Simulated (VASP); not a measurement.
Runs of VASP 6.6.1 on InSb3. The structure is that of space group Pm-3m (No. 221), or close to it. The cells are those of the table. 

```tsv
cell	gap on the mesh (eV)	pressure (GPa)
a = 4.599 Å, 4 atoms	none	(b)
a = 4.686 Å, 4 atoms	none	1.7
a = 4.851 Å, 4 atoms	none	-3.9
a = 4.811 Å, 4 atoms	none	-2.8
a = 4.770 Å, 4 atoms	none	(a)
a = 4.643 Å, 4 atoms	none	3.7
```

Alike in all rows: task single point; level PBEsol; potentials or basis VASP PAW PBE potentials, release 64 (In_d, Sb); no spin polarisation; k mesh 10 × 10 × 10; cutoff (eV) 520; smearing gaussian 0.15 eV.

Q: Estimate the missing entries.

A: (a) -1.5; (b) 6.1.

Caveats: the PAW data sets were made with another functional, which shifts forces and pressure a little; spin-orbit coupling is left out, which moves the levels of the heavy elements; the cell stands under pressure (at least some runs); the cell stands under tension (at least some runs).

A k mesh can miss the band edges, and the runs leave out spin-orbit coupling on In, Sb.

A gap of «none» marks levels without a gap at the run's occupations.
